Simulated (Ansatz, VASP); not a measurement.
**One calculation of AlGa3N4, two programs**

Contents of POSCAR:

```
AlGa3N4
1.0
    5.2160040049      0.0000000000      0.0000174463
    0.0000000000      3.2108655209      0.0000000000
   -0.0037497943      0.0000000000      5.5591494966
Al Ga N
1 3 4
Direct
    0.0005828853      0.5000000000      0.6672982354
    0.4991712869      0.5000000000      0.3350606988
    0.4992511917      0.0000000000      0.8314570704
    0.9998609984      0.0000000000      0.1661913851
    0.1194130440      0.5000000000      0.3406010344
    0.1173310426      0.0000000000      0.8259310373
    0.6202395499      0.0000000000      0.1661937141
    0.6317500112      0.5000000000      0.6672678245
```

File INCAR.step1:

```
SYSTEM = AlGa3N4
PREC = Accurate
ENCUT = 520
ISMEAR = 0
SIGMA = 0.05
LREAL = .FALSE.
LASPH = .TRUE.
NELM = 100
NBANDS = 41
GGA = PE
ALGO = Normal
EDIFF = 1E-4
LWAVE = .TRUE.
LCHARG = .FALSE.
```

INCAR.step2

```
SYSTEM = AlGa3N4
PREC = Accurate
ENCUT = 520
EDIFF = 1E-6
ISMEAR = 0
SIGMA = 0.05
LREAL = .FALSE.
LASPH = .TRUE.
NELM = 100
ALGO = Normal
ISIF = 2
LWAVE = .FALSE.
LCHARG = .TRUE.
METAGGA = R2SCAN
LMIXTAU = .TRUE.
LELF = .TRUE.
LVHAR = .TRUE.
NBANDS = 41
ISTART = 1
```

KPOINTS

```
regular mesh
0
G
  6 8 4
  0 0 0
```

Input for Ansatz:

```yaml
crystal:
  lattice:
    - [5.2160040049, 0.0, 1.74463e-05]
    - [0.0, 3.2108655209, 0.0]
    - [-0.0037497943, 0.0, 5.5591494966]
  atoms:
    - { symbol: Al, position: [0.0005828853, 0.5, 0.6672982354] }
    - { symbol: Ga, position: [0.4991712869, 0.5, 0.3350606988] }
    - { symbol: Ga, position: [0.4992511917, 0.0, 0.8314570704] }
    - { symbol: Ga, position: [0.9998609984, 0.0, 0.1661913851] }
    - { symbol: "N", position: [0.119413044, 0.5, 0.3406010344] }
    - { symbol: "N", position: [0.1173310426, 0.0, 0.8259310373] }
    - { symbol: "N", position: [0.6202395499, 0.0, 0.1661937141] }
    - { symbol: "N", position: [0.6317500112, 0.5, 0.6672678245] }
basis:
  ecutwfc: 500
kpoints:
  mp_grid: { grid: [6, 8, 4] }
hamiltonian:
  xc: r2scan
scf:
  occupations: { method: gaussian, width: 0.05 }
output:
  forces: true
  stress: true
  eigenvalues: true
  write_density: true
  write_potential: true
  elf: true
  volumetric_format: npy
```

Change from the starting cell: strain +0.015 along x and y, +0.015 along z, atoms carried along.

Alike in both runs: task single point; functional r2SCAN; k mesh 6 × 8 × 4; occupations gaussian, width 0.05 eV; no spin polarisation.

|  | VASP | Ansatz |
| --- | --- | --- |
| version | VASP 6.6.1 | Ansatz 0.2.0 |
| potentials or method | VASP PAW PBE potentials, release 64 (Al, Ga_d, N), cutoff 520 eV | scalar-relativistic, plane waves, PAW |
| valence electrons in the cell | 62 | 62 |

Ansatz gave:

* gap on the k mesh at the Fermi level (eV): 2.56
* least direct gap on the mesh (eV): 2.56
* pressure (GPa): -8.2
* traceless stress, the component that is largest in VASP (GPa): 0.09
* rms of the force components (eV/Å): 0.010

Problem. Estimate VASP's values.

Solution. gap on the k mesh at the Fermi level (eV): 2.56; least direct gap on the mesh (eV): 2.56; pressure (GPa): -7.6; traceless stress, the component that is largest in VASP (GPa): 0.09; rms of the force components (eV/Å): 0.029.

VASP's potentials were made for PBE, not for r2SCAN. Atom by atom the forces differ by 0.028 eV/Å (rms over components).
